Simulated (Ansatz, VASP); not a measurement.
# One calculation of MgI2, two programs

INCAR

```
PREC = Accurate
ENCUT = 520
EDIFF = 1E-6
ISMEAR = 0
SIGMA = 0.01
LREAL = False
LASPH = True
NELM = 80
ALGO = Normal
ISIF = 2
LWAVE = False
LCHARG = False
GGA = PE
NBANDS = 25
```

The input KPOINTS:

```
regular mesh
0
Gamma
  12 12 2
```

File POSCAR:

```
MgI2
1.0
    4.0554820183      0.0000000000      0.0000000000
   -2.0277410091      3.5121504525      0.0000000000
    0.0000000000      0.0000000000     14.5041012424
Mg I
2 4
Direct
    0.3333333333      0.6666666667      0.2500000000
    0.6666666667      0.3333333333      0.7500000000
    0.6666666667      0.3333333333      0.3768546121
    0.6666666667      0.3333333333      0.1231453879
    0.3333333333      0.6666666667      0.8768546121
    0.3333333333      0.6666666667      0.6231453879
```

Input for Ansatz:

```yaml
crystal:
  lattice:
    - [4.0554820183, 0.0, 0.0]
    - [-2.0277410091, 3.5121504525, 0.0]
    - [0.0, 0.0, 14.5041012424]
  atoms:
    - { symbol: Mg, position: [0.3333333333, 0.6666666667, 0.25] }
    - { symbol: Mg, position: [0.6666666667, 0.3333333333, 0.75] }
    - { symbol: I, position: [0.6666666667, 0.3333333333, 0.3768546121] }
    - { symbol: I, position: [0.6666666667, 0.3333333333, 0.1231453879] }
    - { symbol: I, position: [0.3333333333, 0.6666666667, 0.8768546121] }
    - { symbol: I, position: [0.3333333333, 0.6666666667, 0.6231453879] }
kpoints:
  mp_grid: { grid: [12, 12, 2] }
  band_path:
    path:
      - [0.0, 0.0, 0.0]
      - [0.5, 0.0, 0.0]
      - [0.3333333333, 0.3333333333, 0.0]
      - [0.0, 0.0, 0.5]
      - [0.5, 0.0, 0.5]
      - [0.3333333333, 0.3333333333, 0.5]
      - [0.0, 0.5, 0.0]
    npoints: 1
hamiltonian:
  xc: pbe
scf:
  occupations: { method: fixed }
  n_extra_bands: 5
output:
  forces: true
  stress: true
  eigenvalues: true
```

Alike in both runs: task single point; functional PBE; k mesh 12 × 12 × 2; no spin polarisation.

|  | VASP | Ansatz |
| --- | --- | --- |
| version | VASP 6.6.1 | Ansatz 0.2.0 |
| potentials or method | VASP PAW PBE potentials, release 64 (Mg, I) | plane waves, PAW |
| plane-wave cutoff (eV) | 520 | 420 |
| occupations | gaussian, width 0.01 eV | fixed |
| valence electrons in the cell | 32 | 88 |

Ansatz gave:

| Item | Value |
| --- | --- |
| gap on the k mesh at the Fermi level (eV) | 2.59 |
| pressure (GPa) | 1.1 |
| traceless stress, the component that is largest in VASP (GPa) | 0.16 |

Q: Which values does VASP return?

A: gap on the k mesh at the Fermi level (eV): 2.57; pressure (GPa): 1.0; traceless stress, the component that is largest in VASP (GPa): 0.17.

VASP's potentials hold 32 valence electrons a cell and Ansatz's 88, so a difference there can come from the potentials and not from the codes.

Spin-orbit coupling is off throughout.
